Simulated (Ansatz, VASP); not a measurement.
Sr2SO: VASP beside Ansatz

```
Sr S O
1.0
     4.04324    0.00000    0.00000
     0.00000    4.04324    0.00000
     0.00000    0.00000    5.71800
Sr S O
2 1 1
Cartesian
  0.0000 0.0000 0.0000
  2.0216 2.0216 2.8590
  0.0000 0.0000 2.8590
  2.0216 2.0216 0.0000
```

Alike in both runs: task relaxation of cell and atoms; functional PBE; k mesh 6 × 6 × 4; no spin polarisation.

```csv
,VASP,Ansatz
version,VASP 6.6.1,Ansatz 0.2.0
potentials or method,"VASP PAW PBE potentials, release 64 (Sr_sv, S, O)","plane waves, PAW"
plane-wave cutoff (eV),600,420
occupations,"gaussian, width 0.01 eV",fixed
valence electrons in the cell,32,32
```

```tsv
	VASP	Ansatz	Ansatz less VASP
relaxed volume (Å³/atom)	23.37	23.29	-0.082
relaxed length of the cell vector where the two differ most in proportion (Å)	4.043	4.037	-0.0059
```

Noted on VASP's run: the relaxation stopped at its first step, so nothing moved.
